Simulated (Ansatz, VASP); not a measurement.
**Two plane-wave programs on SnSe2**

```
CELL_PARAMETERS angstrom
3.84046 0.00000 0.00000
-1.92023 3.32594 0.00000
0.00000 0.00000 6.52446
ATOMIC_POSITIONS crystal
Sn 0.00000 0.00000 0.00000
Se 0.33333 0.66667 0.24123
Se 0.66667 0.33333 0.75877
```

Alike in both runs: task single point; functional r2SCAN; k mesh 6 × 6 × 4; occupations fermi-dirac, width 0.02 eV; non-collinear spin, spin-orbit coupling.

|  | VASP | Ansatz |
| --- | --- | --- |
| version | VASP 6.6.1 | Ansatz 0.2.0 |
| potentials or method | VASP PAW PBE potentials, release 64 (Sn_d, Se), cutoff 520 eV | PAW plane waves |
| valence electrons in the cell | 26 | 46 |

```csv
,VASP,Ansatz,Ansatz less VASP
pressure (GPa),0.1,0.1,-0.08
"traceless stress, the component that is largest in VASP (GPa)",-0.09,-0.09,-0.001
rms of the force components (eV/Å),0.005,0.004,-0.0012
net moment per atom (μB),0.00,0.00,0.000
```

VASP's potentials were made for PBE, not for r2SCAN. Atom by atom the forces differ by 0.009 eV/Å (rms over components). VASP's potentials hold 26 valence electrons a cell and Ansatz's 46, so a difference there can come from the potentials and not from the codes.
